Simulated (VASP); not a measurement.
# Be16H (a cell with a defect) in VASP: a series of runs

Runs on Be16H (a cell with a defect). Level: PBE. Tasks: single point.

All numbers are computed with VASP 6.6.1; they aren't measurements. Logs are shortened: lines on timing, memory, paths and dates and some standing lists are left out, and cuts for length are marked.

## (1) The cell of the first run

The cell holds a defect, 17 atoms: a = 4.580 Å, b = 3.966 Å, c = 7.177 Å, α = 90.00°, β = 90.00°, γ = 90.00°.

## (2) Single point, PBE

Contents of INCAR:

```
PREC = Accurate
ENCUT = 520
EDIFF = 1E-7
ISMEAR = -1
SIGMA = 0.05
LREAL = Auto
LASPH = T
NELM = 80
ALGO = Normal
ISIF = 2
LWAVE = F
LCHARG = F
GGA = PE
NBANDS = 30
```

Contents of KPOINTS:

```
regular mesh
0
Gamma
  4 4 3
```

Contents of POSCAR:

```
Be16H
1.0
   -2.2900000000     -3.9663960000      0.0000000000
    3.4350000000     -1.9831980000      0.0000000000
    0.0000000000      0.0000000000      7.1768600000
Be H
16 1
Direct
    0.7371389709      0.4945118613      0.0063258863
    0.4990831839      0.3432024719      0.2672477936
    0.7524742904      0.4829013464      0.4943526835
    0.5183888449      0.3308618500      0.7380943755
    0.5436392641      0.0888017219      0.0014491017
    0.2523762440      0.9240004655      0.2604063616
    0.5144156884     -0.0462265134      0.5053184819
    0.2826940739      0.8012429197      0.7683583071
    0.2323809236      0.4936396841      0.0138918691
    0.0031078218      0.4652450981      0.2633463660
    0.2808133170      0.4672671022      0.4833311504
   -0.0293726671      0.3236205509      0.7406024362
    0.0373668487      0.0037758613      0.0184203119
    0.6594928561      0.7723838837      0.2228690542
    0.0072737827     -0.0595758479      0.4681434499
    0.7629119140      0.7967884376      0.7502863369
   -0.2403150938      0.0427011456      0.3505572075
```

Potentials or basis: VASP PAW PBE potentials, release 64 (Be, H).

Started as:

```
$ cat potpaw_PBE.64/Be/POTCAR potpaw_PBE.64/H/POTCAR > POTCAR
$ mpirun -np 1 vasp_std > vasp.out
```

OUTCAR:

```text
PREC = Accurate
   ENCUT = 520
   EDIFF = 1E-7
   ISMEAR = -1
   LREAL = Auto
   LASPH = T
   NELM = 80
   ISIF = 2
   GGA = PE

 ion  position               nearest neighbor table
   1  0.737  0.495  0.006-   5 1.84  14 1.94  16 2.20  10 2.21   2 2.25   4 2.27   9 2.27  12 2.29
                             9 2.31  13 2.38
   2  0.499  0.343  0.267-  14 1.88  11 1.91   6 2.01   3 2.08   5 2.17   1 2.25   9 2.27   7 2.30
                            10 2.32  10 2.36
   3  0.752  0.483  0.494-  10 2.02   2 2.08  12 2.13   4 2.14  11 2.16   7 2.16  15 2.17  16 2.22
                            14 2.30   7 2.37
   4  0.518  0.331  0.738-  12 2.07   5 2.12   3 2.14  16 2.16   8 2.17  11 2.20   7 2.24   1 2.27
                             8 2.37
   5  0.544  0.089  0.001-   1 1.84  14 2.09   4 2.12   9 2.15   2 2.17  13 2.29  13 2.35   8 2.35
                            16 2.37   6 2.38
   6  0.252  0.924  0.260-  15 1.87  14 1.98   2 2.01  13 2.02   7 2.13  10 2.15   5 2.38
   7  0.514  0.954  0.505-  17 1.62   6 2.13   3 2.16  16 2.18  11 2.21   4 2.24   8 2.25  14 2.25
                            15 2.27   2 2.30  11 2.31  15 2.34   3 2.37
   8  0.283  0.801  0.768-   9 2.16   4 2.17  16 2.20   7 2.25  13 2.26   5 2.35   4 2.37  12 2.38
                            16 2.38
   9  0.232  0.494  0.014-  10 2.08  13 2.14   5 2.15   8 2.16  13 2.21   1 2.27   2 2.27   1 2.31

  10  0.003  0.465  0.263-  14 2.01   3 2.02  11 2.03   9 2.08   6 2.15   1 2.21   2 2.32   2 2.36

  11  0.281  0.467  0.483-   2 1.91  10 2.03   3 2.16   4 2.20   7 2.21  15 2.26   7 2.31
  12  0.971  0.324  0.741-   4 2.07  16 2.11   3 2.13   1 2.29  16 2.30   8 2.38  13 2.38
  13  0.037  0.004  0.018-   6 2.02   9 2.14   9 2.21   8 2.26   5 2.29   5 2.35  12 2.38   1 2.38

  14  0.659  0.772  0.223-  17 1.48   2 1.88   1 1.94   6 1.98  10 2.01   5 2.09   7 2.25   3 2.30

  15  0.007  0.940  0.468-  17 1.47   6 1.87   3 2.17  11 2.26   7 2.27   7 2.34  16 2.38
  16  0.763  0.797  0.750-  12 2.11   4 2.16   7 2.18   1 2.20   8 2.20   3 2.22  12 2.30   5 2.37
                            15 2.38   8 2.38
  17  0.760  0.043  0.351-  15 1.47  14 1.48   7 1.62

  LATTYP: Found a simple orthorhombic cell.
 ALAT       =     3.9663962620
 B/A-ratio  =     1.1547004875
 C/A-ratio  =     1.8094157835

  Lattice vectors:

 A1 = (  -3.4350000000,   1.9831980000,   0.0000000000)
 A2 = (  -2.2900000000,  -3.9663960000,   0.0000000000)
 A3 = (   0.0000000000,   0.0000000000,   7.1768600000)

Analysis of symmetry for initial positions (statically):
=====================================================================
 Subroutine PRICEL returns:
 Original cell was already a primitive cell.

 Routine SETGRP: Setting up the symmetry group for a
 simple orthorhombic supercell.

 Subroutine GETGRP returns: Found  1 space group operations
 (whereof  1 operations were pure point group operations)
 out of a pool of  8 trial point group operations.

The static configuration has the point symmetry C_1 .

Analysis of symmetry for dynamics (positions and initial velocities):
=====================================================================
 Subroutine PRICEL returns:
 Original cell was already a primitive cell.

 Routine SETGRP: Setting up the symmetry group for a
 simple orthorhombic supercell.

 Subroutine GETGRP returns: Found  1 space group operations
 (whereof  1 operations were pure point group operations)
 out of a pool of  8 trial point group operations.

The dynamic configuration has the point symmetry C_1 .

 Subroutine INISYM returns: Found  1 space group operations
 (whereof  1 operations are pure point group operations),
 and found     1 'primitive' translations

----------------------------------------------------------------------------------------

                                     Primitive cell

  volume of cell :     130.3755

  direct lattice vectors                    reciprocal lattice vectors
    -2.290000000 -3.966396000  0.000000000    -0.109170306 -0.189088533  0.000000000
     3.435000000 -1.983198000  0.000000000     0.218340611 -0.126059022  0.000000000
     0.000000000  0.000000000  7.176860000     0.000000000  0.000000000  0.139336702

  length of vectors
     4.579999697  3.966396262  7.176860000     0.218340626  0.252118027  0.139336702

  position of ions in fractional coordinates (direct lattice)
     0.737138971  0.494511861  0.006325886
     0.499083184  0.343202472  0.267247794
     0.752474290  0.482901346  0.494352683
     0.518388845  0.330861850  0.738094375
     0.543639264  0.088801722  0.001449102
     0.252376244  0.924000466  0.260406362
[... 9 lines left out ...]
     0.762911914  0.796788438  0.750286337
     0.759684906  0.042701146  0.350557208

  ion indices of the primitive-cell ions
   primitive index   ion index
                 1           1
                 2           2
                 3           3
                 4           4
                 5           5
                 6           6
[... 9 lines left out ...]
                16          16
                17          17

----------------------------------------------------------------------------------------

 KPOINTS: regular mesh

Automatic generation of k-mesh.
 Grid dimensions read from file:
 generate k-points for:    4    4    3

 Generating k-lattice:

  Cartesian coordinates                     Fractional coordinates (reciprocal lattice)
    -0.027292576 -0.047272133  0.000000000     0.250000000  0.000000000  0.000000000
     0.054585153 -0.031514755  0.000000000     0.000000000  0.250000000  0.000000000
     0.000000000  0.000000000  0.046445567     0.000000000  0.000000000  0.333333333

  Length of vectors
     0.054585156  0.063029507  0.046445567

  Shift w.r.t. Gamma in fractional coordinates (k-lattice)
     0.000000000  0.000000000  0.000000000

 Subroutine IBZKPT returns following result:
 ===========================================

 Found     26 irreducible k-points:

 Following reciprocal coordinates:
            Coordinates               Weight
  0.000000  0.000000  0.000000      1.000000
  0.250000  0.000000  0.000000      2.000000
  0.500000  0.000000  0.000000      1.000000
  0.000000  0.250000  0.000000      2.000000
  0.250000  0.250000  0.000000      2.000000
 -0.250000  0.250000  0.000000      2.000000
[... 16 lines left out ...]
  0.000000  0.500000  0.333333      2.000000
  0.250000  0.500000  0.333333      2.000000
 [... further k-points ...]
   k-points           NKPTS =     26   k-points in BZ     NKDIM =     26   number of bands    NBANDS=     30
   number of dos      NEDOS =    301   number of ions     NIONS =     17
   total plane-waves  NPLWV =  58320
   dimension x,y,z NGX =    36 NGY =   30 NGZ =   54
   dimension x,y,z NGXF=    72 NGYF=   60 NGZF=  108
   ions per type =              16   1
   NGX,Y,Z   is equivalent  to a cutoff of  13.07, 12.57, 12.51 a.u.
   NGXF,Y,Z  is equivalent  to a cutoff of  26.13, 25.15, 25.02 a.u.
 SYSTEM =  unknown system
   PREC   = accura    normal or accurate (medium, high low for compatibility)
   ISTART =      0    job   : 0-new  1-cont  2-samecut
   ICHARG =      2    charge: 1-file 2-atom 10-const
   ISPIN  =      1    spin polarized calculation?
   LNONCOLLINEAR =      F non collinear calculations
   LSORBIT =      F    spin-orbit coupling
   LASPH  =      T    aspherical Exc in radial PAW
   ENCUT  =  520.0 eV  38.22 Ry    6.18 a.u.   8.52  7.37 13.34*2*pi/ulx,y,z
   NELM   =     80;   NELMIN=  2; NELMDL= -5     # of ELM steps
   EDIFF  = 0.1E-06   stopping-criterion for ELM
   LREAL  =      T    real-space projection
   EDIFFG = 0.1E-05   stopping-criterion for IOM
   NSW    =      0    number of steps for IOM
   IBRION =     -1    ionic relax: 0-MD 1-quasi-New 2-CG
   NFREE  =      0    steps in history (QN), initial steepest desc. (CG)
   ISIF   =      2    stress and relaxation
   ISYM   =      2    0-nonsym 1-usesym 2-fastsym
   POTIM  = 0.5000    time-step for ionic-motion
   TEBEG  =    0.0;   TEEND  =   0.0 temperature during run
   PSTRESS=    0.0 pullay stress
   NELECT =      33.0000    total number of electrons
   NUPDOWN=      -1.0000    fix difference up-down
   EMIN   =  10.00;   EMAX   =-10.00  energy-range for DOS
   EFERMI =   0.00;   METHOD = LEGACY
   ISMEAR =    -1;   SIGMA  =   0.05  broadening in eV -4-tet -1-fermi 0-gaus
   EFERMI_NEDOS =   21; number of points for ismear=-14 and -15
   IALGO  =     38    algorithm
   IMIX   =      4    mixing-type and parameters
     AMIX     =   0.40;   BMIX     =  1.00
     AMIX_MAG =   1.60;   BMIX_MAG =  1.00
  volume/ion in A,a.u.               =       7.67        51.75
  Fermi-wavevector in a.u.,A,eV,Ry     =   1.035573  1.956950 14.591049  1.072412
  Thomas-Fermi vector in A             =   2.169923
   LORBIT       =      0    0 simple, 1 ext, 2 COOP (PROOUT), +10 PAW based schemes
   GGA     = PE    functional components
   LHFCALC =     F    Hartree Fock is set to
   AEXX    =    0.0000 exact exchange contribution
   IVDW    =     0    specifies the selected vdW correction
   LEPSILON=     F    determine dielectric tensor
   LRPA    =     F    only Hartree local field effects (RPA)
 non-spin polarized calculation
  energy-cutoff  :      520.00
  volume of cell :      130.38
 maximum number of plane-waves:      3529
 NGX is ok and might be reduce to    36
   NGX = 17   NGY = 15   NGZ = 27

 number of electron      33.0000000 magnetization

 Free energy of the ion-electron system (eV)
  ---------------------------------------------------
  ext. energy  EPLUGINS =         0.00000000
  ---------------------------------------------------
  free energy    TOTEN  =       -58.24514617 eV

  energy without entropy =      -58.22357434  energy(sigma->0) =      -58.23436026

 E-fermi :   7.1276     XC(G=0): -10.5599

 val. band max:        7.1012018525   @ k =   0.0000   0.0000   0.0000
 cond. band min:       7.1825314690   @ k =   0.5000   0.2500   0.0000
 fundamental gap:      0.0813296165
 Fermi energy:         7.1275988442

 k-point     1 :       0.0000    0.0000    0.0000
  band No.  band energies     occupation
      1      -5.1142      2.00000
      2      -2.8189      2.00000
      3      -2.1763      2.00000
      4      -0.2074      2.00000
      5       0.8612      2.00000
      6       1.3419      2.00000
[... 20 lines left out ...]
     27      10.8001      0.00000
[... 691 lines left out ...]
      6       0.2758      2.00000
[... 20 lines left out ...]
     27      12.9461      0.00000
     28      13.1662      0.00000

 [... further k-points ...]

 [bands above 28 left out]

------------------------ aborting loop because EDIFF is reached ----------------------------------------

  FORCE on cell =-STRESS in cart. coord.  units (eV):
  Direction    XX          YY          ZZ          XY          YZ          ZX
  --------------------------------------------------------------------------------------
  -------------------------------------------------------------------------------------
  Total        6.4830632      7.3032320      4.0989879     -0.3439018      1.8183646      0.3854309
  in kB       79.6699995     89.7490074     50.3722324     -4.2261902     22.3457808      4.7365382
  external PRESSURE =      73.2637464 kB  Pullay stress =       0.0000000 kB

 VOLUME and BASIS-vectors are now :
 -----------------------------------------------------------------------------
  energy-cutoff  :      520.00
  volume of cell :      130.38
      direct lattice vectors                 reciprocal lattice vectors
    -2.290000000 -3.966396000  0.000000000    -0.109170306 -0.189088533  0.000000000
     3.435000000 -1.983198000  0.000000000     0.218340611 -0.126059022  0.000000000
     0.000000000  0.000000000  7.176860000     0.000000000  0.000000000  0.139336702

 POSITION                                       TOTAL-FORCE (eV/Angst)
 -----------------------------------------------------------------------------------
      0.01060     -3.90450      0.04540         0.504224     -1.732283     -1.015853
      0.03600     -2.66020      1.91800        -1.287523      0.336776     -1.644946
     -0.06440     -3.94230      3.54790        -0.212275      0.123019      0.805971
     -0.05060     -2.71230      5.29720         0.195639      0.940213      0.490777
     -0.93990     -2.33240      0.01040        -1.955880      2.814870     -0.331951
      2.59600     -2.83350      1.86890        -0.947328      0.024178     -1.231905
[... 9 lines left out ...]
      0.98990     -4.60620      5.38470         0.677009     -0.753299     -0.135213
     -1.59300     -3.09790      2.51590         0.350186     -0.216303      0.184167
 -----------------------------------------------------------------------------------
    total drift:                                0.000704      0.000370     -0.000118

  FREE ENERGIE OF THE ION-ELECTRON SYSTEM (eV)
  ---------------------------------------------------
  free  energy   TOTEN  =       -58.2451461737 eV

  energy  without entropy=      -58.2235743415  energy(sigma->0) =      -58.23436026
```

It took 98 s on 1 thread of AMD EPYC 9R45 (Zen 5), shared host; peak memory 0.22 GiB.

What came out:

- Free energy: -58.2451 eV
- Pressure: 7.3 GPa
- Largest force: 3.444 eV/Å

Forces in eV/Å, atoms in the order of the input:
```
Be   0.504 -1.732 -1.016
Be  -1.288  0.337 -1.645
Be  -0.212  0.123  0.806
Be   0.196  0.940  0.491
Be  -1.956  2.815 -0.332
Be  -0.947  0.024 -1.232
Be   0.983 -0.433 -0.062
Be   1.092  0.270 -0.499
Be  -0.125 -1.038 -0.246
Be  -0.885  0.030 -0.906
Be   1.041  0.743  1.543
Be  -1.356 -1.023  0.589
Be   0.365  1.383 -0.943
Be   1.036 -1.988  1.125
Be   0.525  0.519  2.279
Be   0.677 -0.753 -0.135
H    0.350 -0.216  0.184
```

Levels at points of the mesh, in eV from the Fermi level:
| k point | band 14 | band 15 | band 16 | band 17 | band 18 | band 19 |
| --- | --- | --- | --- | --- | --- | --- |
| (0.00, 0.00, 0.00) | -3.36 | -0.67 | -0.03 | 0.20 | 0.32 | 0.78 |
| (0.50, 0.00, 0.00) | -1.90 | -1.70 | -1.03 | -0.46 | 0.07 | 0.17 |
| (0.00, 0.50, 0.00) | -3.26 | -2.70 | -2.35 | -0.09 | 0.50 | 0.69 |
| (0.50, 0.50, 0.00) | -1.08 | -0.63 | -0.22 | 0.06 | 0.27 | 0.83 |

Caveat: the k points lie up to 0.40 Å⁻¹ apart.

(Part 1 of 2 ends here.)
